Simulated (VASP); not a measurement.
Wanted: the native input for a VASP 6.6.1 run.

```
Task                   : single point
Functional             : PBEsol
Potentials or basis    : VASP PAW PBE potentials, release 64 (Sn_d, Se)
Cutoff                 : 520 eV
k mesh                 : 12 × 12 × 12
Occupations            : gaussian, width 0.15 eV
Spin                   : no spin polarisation
Dipole correction      : no
Further INCAR settings : ALGO = Normal; EDIFF = 1e-07; NBANDS = 32
```

The structure of Sn3Se lies in POSCAR:

```
Sn3Se
1.0
    4.7232748101      0.5679010769      0.5679010769
    0.5679010769      4.7232748101      0.5679010769
    0.5679010769      0.5679010769      4.7232748101
Sn Se
3 1
Direct
    0.0000000000      0.5000000000      0.5000000000
    0.5000000000      0.0000000000      0.5000000000
    0.5000000000      0.5000000000      0.0000000000
    0.0000000000      0.0000000000      0.0000000000
```

This cell differs from its parent crystal: ratio of the length along [111] to the lengths across it x 1.41, volume and fractional coordinates fixed.

The input as run:

INCAR

```
  PREC = Accurate
  ENCUT = 520
  EDIFF = 1E-7
  ISMEAR = 0
  SIGMA = 0.15
  LREAL = False
  LASPH = True
  NELM = 60
  ALGO = Normal
  ISIF = 2
  LWAVE = False
  LCHARG = True
  GGA = PS
  LELF = True
  LVHAR = True
  NBANDS = 32
```

KPOINTS

```
Automatic mesh
0
Gamma
  12 12 12
```

Potentials or basis: VASP PAW PBE potentials, release 64 (Sn_d, Se).

Run with:

```bash
$ cat potpaw_PBE.64/Sn_d/POTCAR potpaw_PBE.64/Se/POTCAR > POTCAR
$ mpirun -np 1 vasp_std > vasp.out
```

It gave:

The pressure is 7.1 GPa. The band gap on the k mesh is zero (bands 24 and 25 overlap by 1.20 eV).

Caveat: the cell stands under pressure; the PAW data sets were made with another functional, which shifts forces and pressure a little; spin-orbit coupling is left out, which moves the levels of the heavy elements.

Wall time 3.6 min on 1 thread of Intel(R) Xeon(R) 6975P-C (Granite Rapids), on a shared host, peak memory 0.57 GiB.
